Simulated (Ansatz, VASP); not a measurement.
**SrTiO3: VASP beside Ansatz**

```
Sr Ti O
1.0
     3.85605    0.00000    0.00000
     0.00000    3.85605    0.00000
     0.00000    0.00000    3.85605
Sr Ti O
1 1 3
Direct
  0.50000 0.50000 0.50000
  0.00000 0.00000 0.00000
  0.50000 0.00000 0.00000
  0.00000 0.50000 0.00000
  0.00000 0.00000 0.50000
```

Alike in both runs: task single point; functional PBE; k mesh 8 × 8 × 8; occupations gaussian, width 0.02 eV; no spin polarisation.

|  | VASP | Ansatz |
| --- | --- | --- |
| version | VASP 6.6.1 | Ansatz 0.2.0 |
| potentials or method | VASP PAW PBE potentials, release 64 (Sr_sv, Ti_sv, O), cutoff 520 eV | scalar-relativistic, plane waves, PAW |
| valence electrons in the cell | 40 | 40 |

```csv
,VASP,Ansatz,Ansatz less VASP
gap on the k mesh at the Fermi level (eV),1.93,1.96,+0.034
least direct gap on the mesh (eV),2.26,2.28,+0.022
pressure (GPa),12.8,12.1,-0.72
```

With one functional, cell and mesh, what is left measures potentials, basis and numerics.
